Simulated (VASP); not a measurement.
# CuO (P4/nmm) in VASP: settings compared, part 2 of 2

VASP 6.6.1. The steps go on from the part before.

### Step 4. Single point, PBE

This run uses another cell than the first one, of 11.72 Å³/atom, 0.962 times its volume.

INCAR

```
PREC = Accurate ; ENCUT = 520
EDIFF = 1E-6 ; ISMEAR = -1
SIGMA = 0.05 ; LREAL = False
LASPH = True ; NELM = 100
ALGO = Normal ; ISIF = 2
LWAVE = False ; LCHARG = False
GGA = PE ; NBANDS = 25
```

KPOINTS

```
Automatic mesh
0
Gamma
  11 11 8
```

POSCAR

```
CuO
1.0
    3.1754955000      0.0000000000      0.0000000000
    0.0000000000      3.1754955000      0.0000000000
    0.0000000000      0.0000000000      4.6495318700
Cu O
2 2
Direct
    0.0000000000      0.0000000000      0.0000000000
    0.5000000000      0.5000000000      0.0000000000
    0.5000000000      0.0000000000      0.2670000000
    0.0000000000      0.5000000000      0.7330000000
```

Potentials or basis: VASP PAW PBE potentials, release 64 (Cu, O).

Started as:

```console
$ cat potpaw_PBE.64/Cu/POTCAR potpaw_PBE.64/O/POTCAR > POTCAR
$ mpirun -np 1 vasp_std > vasp.out
```

OUTCAR:

```text
PREC = Accurate
   ENCUT = 520
   EDIFF = 1E-6
   ISMEAR = -1
   LREAL = False
   LASPH = True
   NELM = 100
   ISIF = 2
   GGA = PE

 ion  position               nearest neighbor table
   1  0.000  0.000  0.000-   3 2.02   4 2.02   4 2.02   3 2.02   2 2.25   2 2.25   2 2.25   2 2.25

   2  0.500  0.500  0.000-   3 2.02   4 2.02   3 2.02   4 2.02   1 2.25   1 2.25   1 2.25   1 2.25

   3  0.500  0.000  0.267-   1 2.02   2 2.02   2 2.02   1 2.02
   4  0.000  0.500  0.733-   1 2.02   2 2.02   1 2.02   2 2.02

[... 867 lines left out ...]
     25      17.8667      0.00000

 [... further k-points ...]
[... 5 lines left out ...]
  --------------------------------------------------------------------------------------
  -------------------------------------------------------------------------------------
  Total        8.8125527      8.8125527     -2.2757394      0.0000000      0.0000000      0.0000000
  in kB      301.1480662    301.1480662    -77.7679920      0.0000000      0.0000000      0.0000000
  external PRESSURE =     174.8427135 kB  Pullay stress =       0.0000000 kB

 VOLUME and BASIS-vectors are now :
 -----------------------------------------------------------------------------
  energy-cutoff  :      520.00
  volume of cell :       46.88
      direct lattice vectors                 reciprocal lattice vectors
     3.175495500  0.000000000  0.000000000     0.314911484  0.000000000  0.000000000
     0.000000000  3.175495500  0.000000000     0.000000000  0.314911484  0.000000000
     0.000000000  0.000000000  4.649531870     0.000000000  0.000000000  0.215075416

 POSITION                                       TOTAL-FORCE (eV/Angst)
 -----------------------------------------------------------------------------------
      0.00000      0.00000      0.00000        -0.000000      0.000000      0.000000
      1.58775      1.58775      0.00000         0.000000     -0.000000      0.000000
      1.58775      0.00000      1.24143         0.000000      0.000000     -0.818504
      0.00000      1.58775      3.40811        -0.000000      0.000000      0.818504
 -----------------------------------------------------------------------------------
    total drift:                                0.000000     -0.000000     -0.000000

  FREE ENERGIE OF THE ION-ELECTRON SYSTEM (eV)
  ---------------------------------------------------
  free  energy   TOTEN  =       -16.1329931733 eV

  energy  without entropy=      -16.0770470397  energy(sigma->0) =      -16.10502011
```

Run time: 1.9 min. Hardware: 1 thread of Intel Xeon 8259CL, shared host; peak memory 0.23 GiB.

Results:

```yaml
Free_energy: -16.1330 eV
Pressure: 17.5 GPa
Largest_force: 0.819 eV/Å
Band_gap_on_the_k_mesh: zero (band 17 reaches 3.54 eV, above the bottom of band 18 at 2.70 eV)
```

Forces in eV/Å, atoms in the order of the input:
```
Cu   0.000  0.000  0.000
Cu   0.000  0.000  0.000
O    0.000  0.000 -0.819
O    0.000  0.000  0.819
```

Caveat: semilocal functionals often make such compounds metallic where correlation or magnetic order opens a gap, which also shifts bond lengths. With open d or f shells a metallic result of PBE can be an artefact of self-interaction; +U or a hybrid may open a gap.

### Step 5. Single point, r2SCAN+U

This run uses another cell than the first one, of 11.72 Å³/atom, 0.962 times its volume.

POSCAR is that of step 4.

INCAR.step1

```
ALGO = Normal ; EDIFF = 1E-4
ENCUT = 520 ; GGA = PE
ISMEAR = -1 ; LASPH = T
LCHARG = F ; LDAU = T
LDAUJ = 0 0 ; LDAUL = 2 -1
LDAUTYPE = 2 ; LDAUU = 5.3 0
LMAXMIX = 4 ; LREAL = F
LWAVE = T ; NBANDS = 25
NELM = 150 ; PREC = Accurate
SIGMA = 0.05
```

INCAR.step2

```
ALGO = Normal ; EDIFF = 1E-7
ENCUT = 520 ; ISIF = 2
ISMEAR = -1 ; ISTART = 1
LASPH = T ; LCHARG = F
LDAU = T ; LDAUJ = 0 0
LDAUL = 2 -1 ; LDAUPRINT = 1
LDAUTYPE = 2 ; LDAUU = 5.3 0
LMAXMIX = 4 ; LMIXTAU = T
LREAL = F ; LWAVE = F
METAGGA = R2SCAN ; NBANDS = 25
NELM = 150 ; PREC = Accurate
SIGMA = 0.05
```

KPOINTS

```
k-points
0
Gamma
  8 8 6
```

Potentials or basis: VASP PAW PBE potentials, release 64 (Cu, O).

Started as:

```console
$ cat potpaw_PBE.64/Cu/POTCAR potpaw_PBE.64/O/POTCAR > POTCAR
$ cp INCAR.step1 INCAR
$ mpirun -np 1 vasp_std > vasp.out
$ cp INCAR.step2 INCAR
$ mpirun -np 1 vasp_std > vasp.out
```

OUTCAR:

```text
EDIFF = 1E-7
   ENCUT = 520
   ISIF = 2
   ISMEAR = -1
   ISTART = 1
   LASPH = T
   LREAL = F
   METAGGA = R2SCAN
   NELM = 150
   PREC = Accurate

 ion  position               nearest neighbor table
   1  0.000  0.000  0.000-   3 2.02   4 2.02   4 2.02   3 2.02   2 2.25   2 2.25   2 2.25   2 2.25

   2  0.500  0.500  0.000-   3 2.02   4 2.02   3 2.02   4 2.02   1 2.25   1 2.25   1 2.25   1 2.25

   3  0.500  0.000  0.267-   1 2.02   2 2.02   2 2.02   1 2.02
   4  0.000  0.500  0.733-   1 2.02   2 2.02   1 2.02   2 2.02

  LATTYP: Found a simple tetragonal cell.
 ALAT       =     3.1754955000
 C/A-ratio  =     1.4641909806

  Lattice vectors:

 A1 = (   3.1754955000,   0.0000000000,   0.0000000000)
 A2 = (   0.0000000000,   3.1754955000,   0.0000000000)
 A3 = (   0.0000000000,   0.0000000000,   4.6495318700)

Analysis of symmetry for initial positions (statically):
=====================================================================
 Subroutine PRICEL returns:
 Original cell was already a primitive cell.

 Routine SETGRP: Setting up the symmetry group for a
 simple tetragonal supercell.

 Subroutine GETGRP returns: Found 16 space group operations
 (whereof  8 operations were pure point group operations)
[... 216 lines left out ...]

 occupancies and eigenvectors

  o =  0.9090  v =  0.0000  0.4640 -0.0000 -0.8858  0.0000  0.0000  0.0000  0.0000  0.0000  0.0000      0.0000  0.0000  0.0000  0.0000  0.0000  0.0000  0.0000  0.0000  0.0000  0.0000
  o =  0.9090  v =  0.0000  0.0000  0.0000  0.0000  0.0000  0.0000  0.4640 -0.0000 -0.8858  0.0000      0.0000  0.0000  0.0000  0.0000  0.0000  0.0000  0.0000  0.0000  0.0000  0.0000
  o =  0.9090  v =  0.0000 -0.8858  0.0000 -0.4640 -0.0000  0.0000  0.0000  0.0000  0.0000  0.0000      0.0000  0.0000  0.0000  0.0000  0.0000  0.0000  0.0000  0.0000  0.0000  0.0000
  o =  0.9090  v =  0.0000  0.0000  0.0000  0.0000  0.0000  0.0000 -0.8858  0.0000 -0.4640 -0.0000      0.0000  0.0000  0.0000  0.0000  0.0000  0.0000  0.0000  0.0000  0.0000  0.0000
  o =  0.9614  v =  0.0000  0.0000  1.0000  0.0000  0.0000  0.0000  0.0000  0.0000  0.0000  0.0000      0.0000  0.0000  0.0000  0.0000  0.0000  0.0000  0.0000  0.0000  0.0000  0.0000
  o =  0.9614  v =  0.0000  0.0000  0.0000  0.0000  0.0000  0.0000  0.0000  1.0000  0.0000  0.0000      0.0000  0.0000  0.0000  0.0000  0.0000  0.0000  0.0000  0.0000  0.0000  0.0000
  o =  0.9622  v =  1.0000  0.0000  0.0000  0.0000  0.0000  0.0000  0.0000  0.0000  0.0000  0.0000      0.0000  0.0000  0.0000  0.0000  0.0000  0.0000  0.0000  0.0000  0.0000  0.0000
  o =  0.9622  v =  0.0000  0.0000  0.0000  0.0000  0.0000  1.0000  0.0000  0.0000  0.0000  0.0000      0.0000  0.0000  0.0000  0.0000  0.0000  0.0000  0.0000  0.0000  0.0000  0.0000
  o =  0.9646  v =  0.0000  0.0000  0.0000  0.0000  0.0000  0.0000 -0.0000 -0.0000 -0.0000  1.0000      0.0000  0.0000  0.0000  0.0000  0.0000  0.0000  0.0000  0.0000  0.0000  0.0000
  o =  0.9646  v =  0.0000 -0.0000 -0.0000 -0.0000  1.0000  0.0000  0.0000  0.0000  0.0000  0.0000      0.0000  0.0000  0.0000  0.0000  0.0000  0.0000  0.0000  0.0000  0.0000  0.0000

 number of electron      34.0000035 magnetization

 Free energy of the ion-electron system (eV)
  ---------------------------------------------------
  ext. energy  EPLUGINS =         0.00000000
  ---------------------------------------------------
  free energy    TOTEN  =       -29.26318918 eV

  energy without entropy =      -29.22137181  energy(sigma->0) =      -29.24228050

 E-fermi :   2.0848     XC(G=0): -11.3762

 val. band max:        2.0651656729   @ k =   0.1250   0.0000   0.0000
 cond. band min:       2.0860937796   @ k =   0.1250   0.1250   0.0000
 fundamental gap:      0.0209281068
 Fermi energy:         2.0848376002

 k-point     1 :       0.0000    0.0000    0.0000
  band No.  band energies     occupation
      1     -16.9533      2.00000
      2     -16.2934      2.00000
      3      -4.3139      2.00000
      4      -3.9047      2.00000
      5      -3.3172      2.00000
      6      -3.1240      2.00000
[... 661 lines left out ...]
     24      16.4408      0.00000
     25      17.9308      0.00000

 [... further k-points ...]
[... 5 lines left out ...]
  --------------------------------------------------------------------------------------
  -------------------------------------------------------------------------------------
  Total        4.9727196      4.9727196     -5.0609485      0.0000000      0.0000000     -0.0000000
  in kB      169.9308848    169.9308848   -172.9459000      0.0000000      0.0000000     -0.0000000
  external PRESSURE =      55.6386232 kB  Pullay stress =       0.0000000 kB

 VOLUME and BASIS-vectors are now :
 -----------------------------------------------------------------------------
  energy-cutoff  :      520.00
  volume of cell :       46.88
      direct lattice vectors                 reciprocal lattice vectors
     3.175495500  0.000000000  0.000000000     0.314911484  0.000000000  0.000000000
     0.000000000  3.175495500  0.000000000     0.000000000  0.314911484  0.000000000
     0.000000000  0.000000000  4.649531870     0.000000000  0.000000000  0.215075416

 POSITION                                       TOTAL-FORCE (eV/Angst)
 -----------------------------------------------------------------------------------
      0.00000      0.00000      0.00000         0.000000      0.000000      0.000000
      1.58775      1.58775      0.00000         0.000000      0.000000      0.000000
      1.58775      0.00000      1.24143         0.000000      0.000000     -1.617640
      0.00000      1.58775      3.40811        -0.000000      0.000000      1.617640
 -----------------------------------------------------------------------------------
    total drift:                                0.000000     -0.000000     -0.000000

  FREE ENERGIE OF THE ION-ELECTRON SYSTEM (eV)
  ---------------------------------------------------
  free  energy   TOTEN  =       -29.2631891828 eV

  energy  without entropy=      -29.2213718120  energy(sigma->0) =      -29.24228050
```

Run time: 2.8 min. Hardware: 1 thread of Intel Xeon 8259CL, shared host; peak memory 0.2 GiB.

Results:

```
Free energy            : -29.2632 eV
Pressure               : 5.6 GPa
Largest force          : 1.618 eV/Å
Band gap on the k mesh : zero (band 17 reaches 2.66 eV, above the bottom of band 18 at 1.19 eV)
```

Forces on the atoms (eV/Å):
```
Cu   0.000  0.000  0.000
Cu   0.000  0.000  0.000
O    0.000  0.000 -1.618
O    0.000  0.000  1.618
```

Eigenvalues of the final occupation matrices:
| site | spin | trace | eigenvalues |
| --- | --- | --- | --- |
| site 1 d | 1 | 4.71 | 0.91 0.91 0.96 0.96 0.96 |
| site 1 d | 2 | 4.71 | 0.91 0.91 0.96 0.96 0.96 |
| site 2 d | 1 | 4.71 | 0.91 0.91 0.96 0.96 0.96 |
| site 2 d | 2 | 4.71 | 0.91 0.91 0.96 0.96 0.96 |

Caveat: the PAW data sets were made with another functional, which shifts forces and pressure a little; U without spin polarisation on a metal has little footing.

### Step 6. Overview

| level | U | cell | k mesh | gap on the mesh (eV) | pressure (GPa) | largest force (eV/Å) |
| --- | --- | --- | --- | --- | --- | --- |
| PBEsol | - | a = 3.217, b = 3.217, c = 4.711 Å, 4 atoms | 8 × 8 × 6 | none | 4.3 | 1.67 |
| PBEsol | - | a = 3.238, b = 3.238, c = 4.741 Å, 4 atoms | 8 × 8 × 6 | none | 1.6 | 1.86 |
| PBE | - | a = 3.175, b = 3.175, c = 4.650 Å, 4 atoms | 11 × 11 × 8 | none | 17.5 | 0.82 |
| r2SCAN+U | Cu d U = 5.3 eV | a = 3.175, b = 3.175, c = 4.650 Å, 4 atoms | 8 × 8 × 6 | none | 5.6 | 1.62 |

Alike in all rows: task single point; potentials or basis VASP PAW PBE potentials, release 64 (Cu, O); no spin polarisation; cutoff (eV) 520; smearing fermi-dirac 0.05 eV.

Caveats: the PAW data sets were made with another functional, which shifts forces and pressure a little (some runs); semilocal functionals often make such compounds metallic where correlation or magnetic order opens a gap, which also shifts bond lengths (some runs); U without spin polarisation on a metal has little footing (some runs).

Absolute energies hang on the potentials; compare differences alone.
